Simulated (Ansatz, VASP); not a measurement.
**Pd: VASP beside Ansatz**

File INCAR:

```
  PREC = Accurate
  ENCUT = 600
  EDIFF = 1E-6
  ISMEAR = -1
  SIGMA = 0.05
  LREAL = False
  LASPH = True
  NELM = 80
  ALGO = Normal
  ISIF = 3
  LWAVE = False
  LCHARG = False
  GGA = PE
  IBRION = 2
  NSW = 45
  EDIFFG = -0.005
```

File KPOINTS:

```
regular mesh
0
Gamma
  17 17 9
```

File POSCAR:

```
Pd
1.0
    2.7702317490      0.0000000000      0.0000000000
   -1.3851158745      2.3990910690      0.0000000000
    0.0000000000      0.0000000000      4.6336465284
Pd
2
Direct
    0.3333333333      0.6666666667      0.2500000000
    0.6666666667      0.3333333333      0.7500000000
```

Input for Ansatz:

```yaml
crystal:
  lattice:
    - [2.770231749, 0.0, 0.0]
    - [-1.3851158745, 2.399091069, 0.0]
    - [0.0, 0.0, 4.6336465284]
  atoms:
    - { symbol: Pd, position: [0.3333333333, 0.6666666667, 0.25] }
    - { symbol: Pd, position: [0.6666666667, 0.3333333333, 0.75] }
kpoints:
  mp_grid: { grid: [17, 17, 9] }
scf:
  occupations: { method: fermi_dirac, width: 0.05 }
hamiltonian:
  xc: pbe
  pseudopotentials: { kind: all_electron, lapw: { basis_error: 0.0005 } }
output:
  forces: true
  stress: true
  eigenvalues: true
  populations: true
relax:
  f_tol: 0.005
  max_steps: 25
  cell: {}
```

Alike in both runs: task relaxation of cell and atoms; functional PBE; k mesh 17 × 17 × 9; occupations fermi-dirac, width 0.05 eV; no spin polarisation.

|  | VASP | Ansatz |
| --- | --- | --- |
| version | VASP 6.6.1 | Ansatz 0.2.0 |
| potentials or method | VASP PAW PBE potentials, release 64 (Pd), cutoff 600 eV | all-electron LAPW, scalar-relativistic |

```tsv
	VASP	Ansatz	Ansatz less VASP
relaxed volume (Å³/atom)	15.37	15.39	+0.023
relaxed cell length with the largest relative difference (Å)	4.630	4.633	+0.0031
```

Ansatz ran all-electron here, and VASP with PAW potentials.
